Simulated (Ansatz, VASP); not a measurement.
Sb: VASP beside Ansatz

```
Sb
1.0
     3.38884    0.00000    0.00000
    -1.69442    2.93482    0.00000
     0.00000    0.00000   27.06790
Sb
5
Cartesian
  2.5416 0.4891 8.1193
  -0.8472 2.4457 10.6917
  0.8472 1.4674 13.5339
  2.5416 0.4891 16.3762
  -0.8472 2.4457 18.9486
```

Alike in both runs: functional PBE; k mesh 11 × 11 × 1; occupations fermi-dirac, width 0.1 eV; no spin polarisation.

Ansatz relaxed the structure, and its values are those at the end. VASP's run is a single point on that final structure, the one shown.

```csv
,VASP,Ansatz
version,VASP 6.6.1,Ansatz 0.2.0
potentials or method,"VASP PAW PBE potentials, release 64 (Sb)","PAW with Ansatz's default frozen-core files, scalar-relativistic"
plane-wave cutoff (eV),520,420
valence electrons in the cell,25,75
```

|  | VASP | Ansatz | Ansatz less VASP |
| --- | --- | --- | --- |
| rms of the force components (eV/Å) | 0.005 | 0.004 | -0.0011 |

VASP's potentials hold 25 valence electrons a cell and Ansatz's 75, so a difference there can come from the potentials and not from the codes. Ansatz's warnings: stress scf threshold loose.

Neither program's run includes spin-orbit coupling.
